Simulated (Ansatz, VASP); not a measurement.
# Cd: VASP and Ansatz over several settings

```
Cd
1.0
     2.97887    0.00000    0.00000
    -1.48944    2.57978    0.00000
     0.00000    0.00000    5.61765
Cd
2
Direct
  0.66667 0.33333 0.75000
  0.33333 0.66667 0.25000
```

Single points on this cell with VASP 6.6.1 and Ansatz 0.2.0. Each row is one pair of runs. Alike in all rows: spin: off.

| level | k mesh | smearing | VASP's potentials, cutoff | Ansatz's potentials, cutoff | gap on the k mesh at the Fermi level (eV), VASP | gap on the k mesh at the Fermi level (eV), Ansatz | pressure (GPa), VASP | pressure (GPa), Ansatz |
| --- | --- | --- | --- | --- | --- | --- | --- | --- |
| BLYP+D4 | 10 × 10 × 5 | fermi-dirac, width 0.1 eV | VASP PAW PBE potentials, release 64 (Cd_sv_GW), 540 eV | Ansatz PAW, 420 eV | none | none | 0.2 | 2.2 |
| LDA | 10 × 10 × 5 | fermi-dirac, width 0.05 eV | VASP PAW LDA potentials, release 64 (Cd), 520 eV | Ansatz PAW, 420 eV | none | none | -4.0 | -4.4 |
| r2SCAN | 10 × 10 × 5 | fermi-dirac, width 0.05 eV | VASP PAW PBE potentials, release 64 (Cd), 520 eV | Ansatz PAW, 500 eV | none | none | 0.9 | 0.5 |
| B3LYP+D3(BJ) | 5 × 5 × 3 | gaussian, width 0.1 eV | VASP PAW PBE potentials, release 64 (Cd), 520 eV | Ansatz PAW, 420 eV | none | none | -0.3 | -0.5 |

Pressure (GPa): the two programs differ by at most 1.96.

VASP's potentials hold 24 valence electrons a cell and Ansatz's 40 in some rows, so a difference there can come from the potentials and not from the codes.

A gap of «none» marks a metal or a gap that the smearing closes.

The k mesh is coarse in some rows, so the values compare programs but aren't converged.
